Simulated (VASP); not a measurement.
Here is a VASP 6.6.1 calculation.

Contents of INCAR:

```
PREC = Accurate
ENCUT = 520
EDIFF = 1E-6
ISMEAR = -1
SIGMA = 0.05
LREAL = F
LASPH = T
NELM = 60
ALGO = Normal
ISIF = 2
LWAVE = F
LCHARG = T
GGA = PS
LELF = T
LVHAR = T
NBANDS = 17
```

KPOINTS

```
regular mesh
0
Gamma
  6 6 4
```

File POSCAR:

```
Hf
1.0
    3.1500011236      0.0000000000      0.0000000000
   -1.5750005618      2.7279809950      0.0000000000
    0.0000000000      0.0000000000      5.0296613490
Hf
2
Direct
    0.3333333333      0.6666666667      0.2500000000
    0.6666666667      0.3333333333      0.7500000000
```

Potentials or basis: VASP PAW PBE potentials, release 64 (Hf_pv).

Run with:

```console
$ cat potpaw_PBE.64/Hf_pv/POTCAR > POTCAR
$ mpirun -np 1 vasp_std > vasp.out
```

Q: What does it give for the band gap on the k mesh?

A: Zero (bands 10 and 11 overlap by 1.34 eV).

Q: What does it give for the pressure?

A: -0.3 GPa.

Stress tensor (GPa, compression positive):
```
-0.30  0.00  0.00
 0.00 -0.30  0.00
 0.00  0.00 -0.41
```

Caveat: the k points lie up to 0.38 Å⁻¹ apart, too coarse for converged energies and pressures of a metal; the PAW data sets were made with another functional, which shifts forces and pressure a little; spin-orbit coupling is left out, which moves the levels of the heavy elements.
